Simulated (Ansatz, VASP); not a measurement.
# Two plane-wave programs on Sc

```
Sc
1.0
     3.33842    0.00000    0.00000
    -1.66921    2.89115    0.00000
     0.00000    0.00000   10.66780
Sc
4
Direct
  0.00000 0.00000 0.00000
  0.00000 0.00000 0.50000
  0.33333 0.66667 0.25000
  0.66667 0.33333 0.75000
```

Alike in both runs: functional RPBE; k mesh 11 × 11 × 3; occupations fermi-dirac, width 0.1 eV; no spin polarisation.

Ansatz relaxed the structure, and its values are those at the end. VASP's run is a single point on that final structure, the one shown.

|  | VASP | Ansatz |
| --- | --- | --- |
| version | VASP 6.6.1 | Ansatz 0.2.0 |
| potentials or method | VASP PAW PBE potentials, release 64 (Sc_sv), cutoff 520 eV | plane waves (420 eV) with PAW, scalar-relativistic |
| valence electrons in the cell | 44 | 44 |

|  | VASP | Ansatz | Ansatz less VASP |
| --- | --- | --- | --- |
| pressure (GPa) | 0.0 | 0.0 | -0.02 |

VASP's potentials were made for PBE, not for RPBE. With one functional, cell and mesh, what is left measures potentials, basis and numerics.
